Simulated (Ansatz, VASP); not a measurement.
# FeGe in VASP and in Ansatz

```
Fe Ge
1.0
     4.66262    0.00000    0.00000
     0.00000    4.66262    0.00000
     0.00000    0.00000    4.66262
Fe Ge
4 4
Cartesian
  0.6290 0.6290 0.6290
  1.7023 4.0336 2.9603
  2.9603 1.7023 4.0336
  4.0336 2.9603 1.7023
  3.9248 3.9248 3.9248
  3.0691 0.7378 1.5935
  1.5935 3.0691 0.7378
  0.7378 1.5935 3.0691
```

Alike in both runs: functional PBE; k mesh 8 × 8 × 8; occupations gaussian, width 0.05 eV; collinear spin.

Ansatz relaxed the structure, and its values are those at the end. VASP's run is a single point on that final structure, the one shown.

|  | VASP | Ansatz |
| --- | --- | --- |
| version | VASP 6.6.1 | Ansatz 0.2.0 |
| potentials or method | VASP PAW PBE potentials, release 64 (Fe, Ge_d), cutoff 520 eV | scalar-relativistic, plane waves, PAW |
| valence electrons in the cell | 88 | 120 |

Ansatz gave:

- gap on the k mesh at the Fermi level (eV): none
- pressure (GPa): 0.0
- rms of the force components (eV/Å): 0.006
- net moment per atom (μB): 0.52
- size of the moment on the site where the two differ most (μB): 0.05

Task: Which values does VASP return?

Result: gap on the k mesh at the Fermi level (eV): none; pressure (GPa): 0.3; rms of the force components (eV/Å): 0.004; net moment per atom (μB): 0.52; size of the moment on the site where the two differ most (μB): 0.08.

Site moments also hang on the region over which each program counts them. A gap of «none» marks a metal or a gap that the smearing closes. VASP's potentials hold 88 valence electrons a cell and Ansatz's 120, so a difference there can come from the potentials and not from the codes.
